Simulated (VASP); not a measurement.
A run of VASP 6.6.1 is set up as follows.

Contents of INCAR:

```
SYSTEM = InP2N3
PREC     = Accurate       ! precision mode
ENCUT    = 520            ! plane-wave cutoff, eV
EDIFF    = 1E-7           ! SCF threshold, eV
ISMEAR   = 0              ! smearing method
SIGMA    = 0.1            ! smearing width, eV
LREAL    = .FALSE.        ! projectors in reciprocal space
LASPH    = .TRUE.         ! aspherical terms in the spheres
NELM     = 60             ! most SCF steps
ALGO     = Normal         ! electronic algorithm
ISIF     = 2              ! what is computed and relaxed
LWAVE    = .FALSE.        ! write WAVECAR
LCHARG   = .TRUE.         ! write CHGCAR
GGA      = PE             ! functional
LELF     = .TRUE.         ! ELF
LVHAR    = .TRUE.       
NBANDS   = 28             ! bands
```

The input KPOINTS:

```
regular mesh
0
G
  12 12 6
  0 0 0
```

File POSCAR:

```
InP2N3
1.0
    3.1881901719      0.0000000000      0.0000000000
   -1.5940950859      2.7610536809      0.0000000000
    0.0000000000      0.0000000000      7.7136687969
In P N
1 2 3
Direct
    0.0000000000      0.0000000000      0.5000000000
    0.3333333333      0.6666666667      0.1562785877
    0.6666666667      0.3333333333      0.8437214123
    0.3333333333      0.6666666667      0.6891972601
    0.0000000000      0.0000000000      0.0000000000
    0.6666666667      0.3333333333      0.3108027399
```

Potentials or basis: VASP PAW PBE potentials, release 64 (In_d, P, N).

The run is started by

```console
$ cat potpaw_PBE.64/In_d/POTCAR potpaw_PBE.64/P/POTCAR potpaw_PBE.64/N/POTCAR > POTCAR
$ mpirun -np 1 vasp_std > vasp.out
```

Estimate the pressure.

-0.1 GPa.

Predict the largest force.

0.021 eV/Å.

Predict the band gap on the k mesh.

zero (band 19 reaches 10.00 eV, above the bottom of band 20 at 9.39 eV).

Stress tensor (GPa, compression positive):
```
-0.13  0.00  0.00
 0.00 -0.13  0.00
 0.00  0.00 -0.05
```

Caveat: spin-orbit coupling is left out, which moves the levels of the heavy elements.
